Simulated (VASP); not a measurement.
# GaN: vibrations by perturbation theory with LDA

The system is GaN.

```
Ga N
1.0
     3.16225    0.00000    0.00000
    -1.58113    2.73859    0.00000
     0.00000    0.00000    5.15509
Ga N
2 2
Cartesian
  0.0000 1.8257 -0.0037
  1.5811 0.9129 2.5738
  0.0000 1.8257 1.9369
  1.5811 0.9129 4.5144
```

```yaml
Program: VASP 6.6.1
Task: vibrations by perturbation theory
Functional: LDA
Potentials_or_basis: VASP PAW LDA potentials, release 64 (Ga_d, N)
Cutoff: 520 eV
k_mesh: 8 × 8 × 4
Occupations: gaussian, width 0.01 eV
Spin: no spin polarisation
Dipole_correction: no
Further_INCAR_settings: ALGO = Normal; EDIFF = 1e-08; NBANDS = 26; IBRION = 8; NSW = 1
```

- Highest phonon frequency at Γ, LO-TO splitting left out: 694 cm⁻¹

Phonon frequencies in cm⁻¹ (negative: imaginary):
| q point | frequencies |
| --- | --- |
| (0.000, 0.000, 0.000) | 0 0 0 140 140 336 535 558 558 566 566 694 |

It took 14 min on 1 thread of Intel(R) Xeon(R) Platinum 8488C (Sapphire Rapids), on a shared host, peak memory 0.44 GiB.
